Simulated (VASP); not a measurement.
# Sr3Zn (P4mm) in VASP: a series of runs

Runs on Sr3Zn. Level: PBEsol. Tasks: single point.

All numbers are computed with VASP 6.6.1; they aren't measurements. Logs are shortened: lines on timing, memory, paths and dates and some standing lists are left out, and cuts for length are marked.

## 1. The cell of the first run

The structure is tetragonal, space group P4mm (No. 99). Conventional cell: a = 5.480 Å, b = 5.480 Å, c = 5.480 Å, α = 90.00°, β = 90.00°, γ = 90.00°. Within 4.9 Å of Sr (site symmetry 2mm) lie 4 Zn at 3.74 to 4.02 Å and 8 Sr at 3.87 Å. Within 5.1 Å of Sr (site symmetry 4mm) lie 8 Sr at 3.87 Å and 4 Zn at 3.88 Å. Zn (site symmetry 4mm) has 12 Sr at 3.74 to 4.02 Å within 4.9 Å.

## 2. Single point, PBEsol

Input file INCAR:

```
SYSTEM = Sr3Zn
PREC = Accurate
ENCUT = 520
EDIFF = 1E-6
ISMEAR = -1
SIGMA = 0.1
LREAL = .False.
LASPH = .True.
NELM = 80
ALGO = Normal
ISIF = 2
LWAVE = .False.
LCHARG = .False.
GGA = PS
NBANDS = 29
```

Input file KPOINTS:

```
regular mesh
0
Gamma
  5 5 5
  0 0 0
```

Input file POSCAR:

```
Sr3Zn
1.0
    5.4799420000      0.0000000000      0.0000000000
    0.0000000000      5.4799420000      0.0000000000
    0.0000000000      0.0000000000      5.4799420000
Sr Zn
3 1
Direct
    0.5000000000      0.0000000000      0.5000000000
    0.5000000000      0.5000000000      0.0000000000
    0.0000000000      0.5000000000      0.5000000000
    0.0000000000      0.0000000000     -0.0364967366
```

Potentials or basis: VASP PAW PBE potentials, release 64 (Sr_sv, Zn).

Launch:

```
$ cat potpaw_PBE.64/Sr_sv/POTCAR potpaw_PBE.64/Zn/POTCAR > POTCAR
$ mpirun -np 1 vasp_std > vasp.out
```

OUTCAR:

```text
SYSTEM = Sr3Zn
   PREC = Accurate
   ENCUT = 520
   EDIFF = 1E-6
   ISMEAR = -1
   LREAL = .False.
   LASPH = .True.
   NELM = 80
   ISIF = 2
   GGA = PS

 ion  position               nearest neighbor table
   1  0.500  0.000  0.500-   4 3.74   4 3.74   2 3.87   2 3.87   2 3.87   3 3.87   2 3.87   3 3.87
                             3 3.87   3 3.87   4 4.02   4 4.02
   2  0.500  0.500  0.000-   1 3.87   3 3.87   1 3.87   3 3.87   1 3.87   1 3.87   3 3.87   3 3.87
                             4 3.88   4 3.88   4 3.88   4 3.88
   3  0.000  0.500  0.500-   4 3.74   4 3.74   1 3.87   2 3.87   1 3.87   2 3.87   1 3.87   2 3.87
                             2 3.87   1 3.87   4 4.02   4 4.02
   4  0.000  0.000  0.964-   1 3.74   3 3.74   3 3.74   1 3.74   2 3.88   2 3.88   2 3.88   2 3.88
                             1 4.02   3 4.02   3 4.02   1 4.02

  LATTYP: Found a simple cubic cell.
 ALAT       =     5.4799420000

  Lattice vectors:

 A1 = (   5.4799420000,   0.0000000000,   0.0000000000)
 A2 = (   0.0000000000,   5.4799420000,   0.0000000000)
 A3 = (   0.0000000000,   0.0000000000,   5.4799420000)

Analysis of symmetry for initial positions (statically):
=====================================================================
 Subroutine PRICEL returns:
 Original cell was already a primitive cell.

 Routine SETGRP: Setting up the symmetry group for a
 simple cubic supercell.

 Subroutine GETGRP returns: Found  8 space group operations
 (whereof  8 operations were pure point group operations)
 out of a pool of 48 trial point group operations.

The static configuration has the point symmetry C_4v.

Analysis of symmetry for dynamics (positions and initial velocities):
=====================================================================
 Subroutine PRICEL returns:
 Original cell was already a primitive cell.

 Routine SETGRP: Setting up the symmetry group for a
 simple cubic supercell.

 Subroutine GETGRP returns: Found  8 space group operations
 (whereof  8 operations were pure point group operations)
 out of a pool of 48 trial point group operations.

The dynamic configuration has the point symmetry C_4v.

 Subroutine INISYM returns: Found  8 space group operations
 (whereof  8 operations are pure point group operations),
 and found     1 'primitive' translations

----------------------------------------------------------------------------------------

                                     Primitive cell

  volume of cell :     164.5614

  direct lattice vectors                    reciprocal lattice vectors
     5.479942000  0.000000000  0.000000000     0.182483683  0.000000000  0.000000000
     0.000000000  5.479942000  0.000000000     0.000000000  0.182483683  0.000000000
     0.000000000  0.000000000  5.479942000     0.000000000  0.000000000  0.182483683

  length of vectors
     5.479942000  5.479942000  5.479942000     0.182483683  0.182483683  0.182483683

  position of ions in fractional coordinates (direct lattice)
     0.500000000  0.000000000  0.500000000
     0.500000000  0.500000000  0.000000000
     0.000000000  0.500000000  0.500000000
     0.000000000  0.000000000  0.963503263

  ion indices of the primitive-cell ions
   primitive index   ion index
                 1           1
                 2           2
                 3           3
                 4           4

----------------------------------------------------------------------------------------

 KPOINTS: regular mesh

Automatic generation of k-mesh.
 Grid dimensions read from file:
 generate k-points for:    5    5    5

 Generating k-lattice:

  Cartesian coordinates                     Fractional coordinates (reciprocal lattice)
     0.036496737  0.000000000  0.000000000     0.200000000  0.000000000  0.000000000
     0.000000000  0.036496737  0.000000000     0.000000000  0.200000000  0.000000000
     0.000000000  0.000000000  0.036496737     0.000000000  0.000000000  0.200000000

  Length of vectors
     0.036496737  0.036496737  0.036496737

  Shift w.r.t. Gamma in fractional coordinates (k-lattice)
     0.000000000  0.000000000  0.000000000

 Subroutine IBZKPT returns following result:
 ===========================================

 Found     18 irreducible k-points:

 Following reciprocal coordinates:
            Coordinates               Weight
  0.000000  0.000000  0.000000      1.000000
  0.200000  0.000000  0.000000      4.000000
  0.000000  0.000000  0.200000      2.000000
  0.400000  0.000000  0.000000      4.000000
  0.000000  0.000000  0.400000      2.000000
  0.200000  0.200000  0.000000      4.000000
[... 10 lines left out ...]
  0.200000  0.400000  0.400000     16.000000
  0.400000  0.400000  0.400000      8.000000
   k-points           NKPTS =     18   k-points in BZ     NKDIM =     18   number of bands    NBANDS=     29
   number of dos      NEDOS =    301   number of ions     NIONS =      4
   total plane-waves  NPLWV =  74088
   dimension x,y,z NGX =    42 NGY =   42 NGZ =   42
   dimension x,y,z NGXF=    84 NGYF=   84 NGZF=   84
   ions per type =               3   1
   NGX,Y,Z   is equivalent  to a cutoff of  12.74, 12.74, 12.74 a.u.
   NGXF,Y,Z  is equivalent  to a cutoff of  25.48, 25.48, 25.48 a.u.
 SYSTEM =  Sr3Zn
   PREC   = accura    normal or accurate (medium, high low for compatibility)
   ISTART =      0    job   : 0-new  1-cont  2-samecut
   ICHARG =      2    charge: 1-file 2-atom 10-const
   ISPIN  =      1    spin polarized calculation?
   LNONCOLLINEAR =      F non collinear calculations
   LSORBIT =      F    spin-orbit coupling
   LASPH  =      T    aspherical Exc in radial PAW
   ENCUT  =  520.0 eV  38.22 Ry    6.18 a.u.  10.19 10.19 10.19*2*pi/ulx,y,z
   NELM   =     80;   NELMIN=  2; NELMDL= -5     # of ELM steps
   EDIFF  = 0.1E-05   stopping-criterion for ELM
   LREAL  =      F    real-space projection
   EDIFFG = 0.1E-04   stopping-criterion for IOM
   NSW    =      0    number of steps for IOM
   IBRION =     -1    ionic relax: 0-MD 1-quasi-New 2-CG
   NFREE  =      0    steps in history (QN), initial steepest desc. (CG)
   ISIF   =      2    stress and relaxation
   ISYM   =      2    0-nonsym 1-usesym 2-fastsym
   POTIM  = 0.5000    time-step for ionic-motion
   TEBEG  =    0.0;   TEEND  =   0.0 temperature during run
   PSTRESS=    0.0 pullay stress
   NELECT =      42.0000    total number of electrons
   NUPDOWN=      -1.0000    fix difference up-down
   EMIN   =  10.00;   EMAX   =-10.00  energy-range for DOS
   EFERMI =   0.00;   METHOD = LEGACY
   ISMEAR =    -1;   SIGMA  =   0.10  broadening in eV -4-tet -1-fermi 0-gaus
   EFERMI_NEDOS =   21; number of points for ismear=-14 and -15
   IALGO  =     38    algorithm
   IMIX   =      4    mixing-type and parameters
     AMIX     =   0.40;   BMIX     =  1.00
     AMIX_MAG =   1.60;   BMIX_MAG =  1.00
  volume/ion in A,a.u.               =      41.14       277.63
  Fermi-wavevector in a.u.,A,eV,Ry     =   1.038441  1.962370 14.671984  1.078360
  Thomas-Fermi vector in A             =   2.172926
   LORBIT       =      0    0 simple, 1 ext, 2 COOP (PROOUT), +10 PAW based schemes
   GGA     = PS    functional components
   LHFCALC =     F    Hartree Fock is set to
   AEXX    =    0.0000 exact exchange contribution
   IVDW    =     0    specifies the selected vdW correction
   LEPSILON=     F    determine dielectric tensor
   LRPA    =     F    only Hartree local field effects (RPA)
 non-spin polarized calculation
  energy-cutoff  :      520.00
  volume of cell :      164.56
 maximum number of plane-waves:      4447
 NGX is ok and might be reduce to    42
   NGX = 21   NGY = 21   NGZ = 21

 number of electron      41.9999979 magnetization

 Free energy of the ion-electron system (eV)
  ---------------------------------------------------
  ext. energy  EPLUGINS =         0.00000000
  ---------------------------------------------------
  free energy    TOTEN  =        -6.72070571 eV

  energy without entropy =       -6.55565824  energy(sigma->0) =       -6.63818197

 E-fermi :   1.7204     XC(G=0):  -8.1614

 val. band max:        1.6966452542   @ k =   0.4000   0.2000   0.2000
 cond. band min:       1.7339014205   @ k =   0.2000   0.2000   0.2000
 fundamental gap:      0.0372561662
 Fermi energy:         1.7203960277

 k-point     1 :       0.0000    0.0000    0.0000
  band No.  band energies     occupation
      1     -34.5324      2.00000
      2     -34.4840      2.00000
      3     -34.4765      2.00000
      4     -16.7111      2.00000
      5     -16.7089      2.00000
      6     -16.7089      2.00000
[... 21 lines left out ...]
     28       4.3829      0.00000
     29       5.4395      0.00000

 k-point     2 :       0.2000    0.0000    0.0000
  band No.  band energies     occupation
      1     -34.5284      2.00000
      2     -34.4852      2.00000
      3     -34.4792      2.00000
      4     -16.6932      2.00000
      5     -16.6914      2.00000
      6     -16.6807      2.00000
[... 21 lines left out ...]
     28       4.4488      0.00000
     29       5.1162      0.00000

 k-point     3 :       0.0000    0.0000    0.2000
  band No.  band energies     occupation
      1     -34.5278      2.00000
      2     -34.4885      2.00000
      3     -34.4764      2.00000
      4     -16.6904      2.00000
      5     -16.6904      2.00000
      6     -16.6828      2.00000
[... 21 lines left out ...]
     28       4.4508      0.00000
     29       5.1285      0.00000

 k-point     4 :       0.4000    0.0000    0.0000
  band No.  band energies     occupation
      1     -34.5198      2.00000
      2     -34.4916      2.00000
      3     -34.4813      2.00000
      4     -16.6562      2.00000
      5     -16.6557      2.00000
      6     -16.6042      2.00000
[... 405 lines left out ...]
     28       4.6183      0.00000
     29       4.8402      0.00000

 k-point    17 :       0.2000    0.4000    0.4000
  band No.  band energies     occupation
      1     -34.5076      2.00000
      2     -34.4959      2.00000
      3     -34.4888      2.00000
      4     -16.7494      2.00000
      5     -16.6644      2.00000
      6     -16.6118      2.00000
[... 21 lines left out ...]
     28       4.6168      0.00000
     29       4.8343      0.00000

 k-point    18 :       0.4000    0.4000    0.4000
  band No.  band energies     occupation
      1     -34.5061      2.00000
      2     -34.4944      2.00000
      3     -34.4916      2.00000
      4     -16.8070      2.00000
      5     -16.6650      2.00000
      6     -16.6631      2.00000
[... 21 lines left out ...]
     28       4.4259      0.00000
     29       4.9045      0.00000

------------------------ aborting loop because EDIFF is reached ----------------------------------------

  FORCE on cell =-STRESS in cart. coord.  units (eV):
  Direction    XX          YY          ZZ          XY          YZ          ZX
  --------------------------------------------------------------------------------------
  -------------------------------------------------------------------------------------
  Total       -0.8415016     -0.8415016     -0.7722882      0.0000000      0.0000000     -0.0000000
  in kB       -8.1929001     -8.1929001     -7.5190350      0.0000000      0.0000000     -0.0000000
  external PRESSURE =      -7.9682784 kB  Pullay stress =       0.0000000 kB

 VOLUME and BASIS-vectors are now :
 -----------------------------------------------------------------------------
  energy-cutoff  :      520.00
  volume of cell :      164.56
      direct lattice vectors                 reciprocal lattice vectors
     5.479942000  0.000000000  0.000000000     0.182483683  0.000000000  0.000000000
     0.000000000  5.479942000  0.000000000     0.000000000  0.182483683  0.000000000
     0.000000000  0.000000000  5.479942000     0.000000000  0.000000000  0.182483683

 POSITION                                       TOTAL-FORCE (eV/Angst)
 -----------------------------------------------------------------------------------
      2.73997      0.00000      2.73997        -0.000000     -0.000000      0.039703
      2.73997      2.73997      0.00000         0.000000      0.000000     -0.090902
      0.00000      2.73997      2.73997         0.000000      0.000000      0.039703
      0.00000      0.00000      5.27994         0.000000     -0.000000      0.011497
 -----------------------------------------------------------------------------------
    total drift:                                0.000000     -0.000000     -0.000177

  FREE ENERGIE OF THE ION-ELECTRON SYSTEM (eV)
  ---------------------------------------------------
  free  energy   TOTEN  =        -6.7207057062 eV

  energy  without entropy=       -6.5556582418  energy(sigma->0) =       -6.63818197
```

It took 72 s on 1 thread of Intel Xeon 6975P-C, shared host; peak memory 0.29 GiB.

What came out:

```yaml
Free_energy: -6.7207 eV
Pressure: -0.8 GPa
Largest_force: 0.091 eV/Å
Band_gap_on_the_k_mesh: zero (band 21 reaches 2.12 eV, above the bottom of band 22 at 1.69 eV)
```

Forces in eV/Å, atoms in the order of the input:
```
Sr   0.000  0.000  0.040
Sr   0.000  0.000 -0.091
Sr   0.000  0.000  0.040
Zn   0.000  0.000  0.011
```

Caveat: the PAW data sets were made with another functional, which shifts forces and pressure a little.

## 3. Single point, PBEsol

Input file INCAR:

```
SYSTEM = Sr3Zn
ALGO = Normal
EDIFF = 1E-6
ENCUT = 520
GGA = PS
ISIF = 2
ISMEAR = -1
LASPH = .True.
LCHARG = .True.
LELF = .True.
LREAL = .False.
LVHAR = .True.
LWAVE = .False.
NBANDS = 29
NELM = 100
PREC = Accurate
SIGMA = 0.1
```

Input file KPOINTS:

```
k-points
0
Gamma
  5 5 5
  0 0 0
```

Changes to POSCAR since step 2:

```diff
@@ -11,2 +11,2 @@
     0.0000000000      0.5000000000      0.5000000000
-    0.0000000000      0.0000000000     -0.0364967366
+    0.0000000000      0.0000000000      0.0364967366
```

Potentials or basis: VASP PAW PBE potentials, release 64 (Sr_sv, Zn).

Launch:

```
$ cat potpaw_PBE.64/Sr_sv/POTCAR potpaw_PBE.64/Zn/POTCAR > POTCAR
$ mpirun -np 1 vasp_std > vasp.out
```

Wall time 72 s (1 thread of Intel Xeon 6975P-C, shared host); peak memory 0.3 GiB.

It converged, with:

| Quantity | Value |
| --- | --- |
| Free energy | -6.7207 eV |
| Pressure | -0.8 GPa |
| Largest force | 0.091 eV/Å |
| Band gap on the k mesh | zero (band 21 reaches 2.12 eV, above the bottom of band 22 at 1.69 eV) |

Forces on the atoms (eV/Å):
```
Sr   0.000  0.000 -0.040
Sr   0.000  0.000  0.091
Sr   0.000  0.000 -0.040
Zn   0.000  0.000 -0.011
```

Levels at points of the mesh, in eV from the Fermi level:
| k point | band 17 | band 18 | band 19 | band 20 | band 21 | band 22 | band 23 | band 24 | band 25 | band 26 |
| --- | --- | --- | --- | --- | --- | --- | --- | --- | --- | --- |
| (0.00, 0.00, 0.00) | -6.74 | -4.77 | -1.72 | 0.07 | 0.13 | 0.72 | 0.72 | 0.76 | 1.10 | 1.10 |

Caveat: the PAW data sets were made with another functional, which shifts forces and pressure a little.
